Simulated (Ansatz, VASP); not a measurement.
Two plane-wave programs on Sn2GeP2

The input INCAR:

```
SYSTEM = Sn2GeP2
ALGO = Normal
EDIFF = 1E-6
ENCUT = 520
GGA = PE
ISIF = 2
ISMEAR = 0
LASPH = .TRUE.
LCHARG = .TRUE.
LELF = .TRUE.
LREAL = .FALSE.
LVHAR = .TRUE.
LWAVE = .FALSE.
NBANDS = 34
NELM = 100
PREC = Accurate
SIGMA = 0.1
```

File KPOINTS:

```
k-points
0
G
  4 4 4
  0 0 0
```

File POSCAR:

```
Sn2GeP2
1.0
   -2.8892614900      2.8892614900      3.9685426100
    2.8892614900     -2.8892614900      3.9685426100
    2.8892614900      2.8892614900     -3.9685426100
Sn Ge P
2 1 2
Direct
    0.8431557400      0.8431557400      0.0000000000
    0.1568442600      0.1568442600      0.0000000000
    0.7500000000      0.2500000000      0.5000000000
    0.1177999700      0.6177999700      0.5000000000
    0.3822000300      0.8822000300      0.5000000000
```

Input for Ansatz:

```yaml
crystal:
  lattice:
    - [-2.88926149, 2.88926149, 3.96854261]
    - [2.88926149, -2.88926149, 3.96854261]
    - [2.88926149, 2.88926149, -3.96854261]
  atoms:
    - { symbol: Sn, position: [0.84315574, 0.84315574, 0.0] }
    - { symbol: Sn, position: [0.15684426, 0.15684426, 0.0] }
    - { symbol: Ge, position: [0.75, 0.25, 0.5] }
    - { symbol: P, position: [0.11779997, 0.61779997, 0.5] }
    - { symbol: P, position: [0.38220003, 0.88220003, 0.5] }
basis:
  ecutwfc: 420
kpoints:
  mp_grid: { grid: [4, 4, 4] }
hamiltonian:
  xc: pbe
scf:
  occupations: { method: gaussian, width: 0.1 }
  lower_state_search: "off"
output:
  forces: true
  stress: true
  eigenvalues: true
```

Alike in both runs: task single point; functional PBE; k mesh 4 × 4 × 4; occupations gaussian, width 0.1 eV; no spin polarisation.

|  | VASP | Ansatz |
| --- | --- | --- |
| version | VASP 6.6.1 | Ansatz 0.2.0 |
| potentials or method | VASP PAW PBE potentials, release 64 (Sn_d, Ge_d, P), cutoff 520 eV | scalar-relativistic, plane waves, PAW |
| valence electrons in the cell | 52 | 52 |

|  | VASP | Ansatz | Ansatz less VASP |
| --- | --- | --- | --- |
| gap on the k mesh at the Fermi level (eV) | none | none | - |
| pressure (GPa) | 1.7 | 1.7 | +0.07 |
| traceless stress, the component that is largest in VASP (GPa) | 8.46 | 8.50 | +0.041 |
| rms of the force components (eV/Å) | 1.667 | 1.665 | -0.0021 |

Atom by atom the forces differ by 0.018 eV/Å (rms over components). A gap of «none» marks a metal or a gap that the smearing closes.

The k mesh is coarse, so the values compare programs but aren't converged.
